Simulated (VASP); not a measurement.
BaTiO3: single point with r2SCAN

The system is BaTiO3.

```
Ba Ti O
1.0
     3.99397    0.00000    0.00000
     0.00000    3.99397   -0.29955
     0.00000   -0.29956    3.99410
Ba Ti O
1 1 3
Direct
  0.00000 0.00000 0.00000
  0.50000 0.50000 0.50000
  0.50000 0.50000 0.00000
  0.50000 0.00000 0.50000
  0.00000 0.50000 0.50000
```

This cell differs from its parent crystal: strain -0.1500 x Voigt [0, 0, 0, 1, 0, 0].

* Program: VASP 6.6.1
* Task: single point
* Functional: r2SCAN
* Potentials or basis: VASP PAW PBE potentials, release 64 (Ba_sv, Ti_sv, O)
* Cutoff: 520 eV
* k mesh: 8 × 8 × 8
* Occupations: gaussian, width 0.05 eV
* Spin: no spin polarisation
* Dipole correction: no
* Further INCAR settings: ALGO = Normal; EDIFF = 1e-06; NBANDS = 28

```json
{
  "Pressure": "4.5 GPa",
  "Band gap on the k mesh": "1.30 eV"
}
```

Stress tensor (GPa, compression positive):
```
 3.19  0.00  0.00
 0.00  5.18 21.44
 0.00 21.44  5.18
```

Levels at points of the mesh, in eV from the valence-band top:
```tsv
k point	band 16	band 17	band 18	band 19	band 20	band 21	band 22	band 23	band 24	band 25
(0.00, 0.00, 0.00)	-1.52	-1.28	-0.98	-0.73	0.00	1.30	1.46	1.83	3.65	3.68
(0.50, 0.00, 0.00)	-2.49	-2.32	-1.84	-1.83	-0.38	1.80	3.20	3.44	3.65	5.82
(0.00, 0.50, 0.00)	-2.35	-2.28	-2.22	-1.28	-1.24	1.76	3.22	3.35	3.73	5.78
(0.50, 0.50, 0.00)	-3.05	-2.21	-1.34	-1.31	-0.60	3.16	3.28	3.82	4.55	7.61
(0.00, 0.00, 0.50)	-2.35	-2.28	-2.22	-1.28	-1.24	1.76	3.22	3.35	3.73	5.78
(0.50, 0.00, 0.50)	-3.05	-2.21	-1.34	-1.31	-0.60	3.16	3.28	3.82	4.55	7.61
(0.00, 0.50, 0.50)	-2.93	-2.35	-1.62	-1.00	-0.24	3.12	3.50	3.72	4.63	7.56
(0.50, 0.50, 0.50)	-2.82	-2.34	-0.60	-0.41	-0.16	3.85	3.91	4.19	6.35	7.16
```

It took 11 min on 1 thread of Oxide Virtual Turin-like Processor, with other jobs on the host, peak memory 0.36 GiB.

Caveat: the cell differs from its parent crystal (strain -0.1500 x Voigt [0, 0, 0, 1, 0, 0]); the cell stands under pressure; the PAW data sets were made with another functional, which shifts forces and pressure a little; spin-orbit coupling is left out, which moves the levels of the heavy elements. A k mesh can miss the band edges.
